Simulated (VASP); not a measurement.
Here is a VASP 6.6.1 calculation.

Contents of INCAR:

```
PREC     = Accurate       # precision mode
ENCUT    = 520            # plane-wave cutoff, eV
EDIFF    = 1E-7           # SCF threshold, eV
ISMEAR   = -1             # smearing method
SIGMA    = 0.05           # smearing width, eV
LREAL    = F              # projectors in reciprocal space
LASPH    = T              # aspherical terms in the spheres
NELM     = 100            # most SCF steps
ALGO     = Normal         # electronic algorithm
ISIF     = 2              # what is computed and relaxed
LWAVE    = F              # write WAVECAR
LCHARG   = F              # write CHGCAR
GGA      = PS             # functional
NBANDS   = 15             # bands
```

KPOINTS

```
Automatic mesh
0
Gamma
  10 10 10
```

POSCAR

```
CaO
1.0
    0.0000000000      2.3544897713      2.3544897713
    2.3544897713      0.0000000000      2.3544897713
    2.3544897713      2.3544897713      0.0000000000
Ca O
1 1
Direct
    0.0000000000      0.0000000000      0.0000000000
    0.5000000000      0.5000000000      0.5000000000
```

Potentials or basis: VASP PAW PBE potentials, release 64 (Ca_sv, O).

Command:

```sh
$ cat potpaw_PBE.64/Ca_sv/POTCAR potpaw_PBE.64/O/POTCAR > POTCAR
$ mpirun -np 1 vasp_std > vasp.out
```

**Question.** Predict the band gap on the k mesh.

**Answer.** 3.50 eV, indirect (least direct gap 3.86 eV).

**Question.** Predict the pressure.

**Answer.** 5.4 GPa.

Caveat: the PAW data sets were made with another functional, which shifts forces and pressure a little. A k mesh can miss the band edges.
